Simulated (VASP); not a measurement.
## Ta4Cu: relaxation of cell and atoms with PBE

The system is Ta4Cu.

```
CELL_PARAMETERS angstrom
-2.90833 2.90833 2.90833
2.90833 -2.90833 2.90833
2.90833 2.90833 -2.90833
ATOMIC_POSITIONS crystal
Ta 0.00000 0.00000 0.50000
Ta 0.00000 0.50000 0.00000
Ta 0.50000 0.00000 0.00000
Ta 0.50000 0.50000 0.50000
Cu 0.00000 0.00000 0.00000
```

The cell was generated, and may not be a known phase.

* Program: VASP 6.6.1
* Task: relaxation of cell and atoms
* Functional: PBE
* Potentials or basis: VASP PAW PBE potentials, release 64 (Ta_pv, Cu)
* Cutoff: 600 eV
* k mesh: 10 × 10 × 10
* Occupations: gaussian, width 0.1 eV
* Spin: no spin polarisation
* Dipole correction: no
* Further INCAR settings: ALGO = Fast; EDIFF = 1e-07; IBRION = 2; EDIFFG = -0.01; NSW = 100; ISIF = 3

* Relaxed volume: 19.70 Å³/atom
* Relaxed cell: a = 5.039 Å, b = 5.039 Å, c = 5.039 Å, α = 109.47°, β = 109.47°, γ = 109.47°
* Space group after relaxing (to 0.1 Å): Im-3m (No. 229)
* Energy gained by relaxing: 0.0 meV/atom
* Ionic steps: 3
* Pressure after relaxing: 0.0 GPa
* Band gap on the k mesh: zero (an odd number of electrons rules out a gap without spin polarisation)

Final structure:
```
CELL_PARAMETERS angstrom
-2.90931 2.90931 2.90931
2.90931 -2.90931 2.90931
2.90931 2.90931 -2.90931
ATOMIC_POSITIONS crystal
Ta 0.00000 0.00000 0.50000
Ta 0.00000 0.50000 0.00000
Ta 0.50000 0.00000 0.00000
Ta 0.50000 0.50000 0.50000
Cu 0.00000 0.00000 0.00000
```

Levels at points of the mesh, in eV from the Fermi level:
| k point | band 25 | band 26 | band 27 | band 28 | band 29 | band 30 |
| --- | --- | --- | --- | --- | --- | --- |
| (0.00, 0.00, 0.00) | -1.04 | -1.04 | 2.00 | 2.00 | 2.00 | 2.50 |
| (0.50, 0.00, 0.00) | -0.70 | -0.55 | -0.41 | -0.18 | 0.39 | 0.96 |
| (0.50, 0.50, 0.50) | -1.58 | -1.58 | -1.58 | -0.14 | -0.14 | 1.38 |

It took 6.7 min on 1 thread of Intel(R) Xeon(R) 6975P-C (Granite Rapids), with other jobs on the host, peak memory 0.36 GiB.

Caveat: spin-orbit coupling is left out, which moves the levels of the heavy elements.
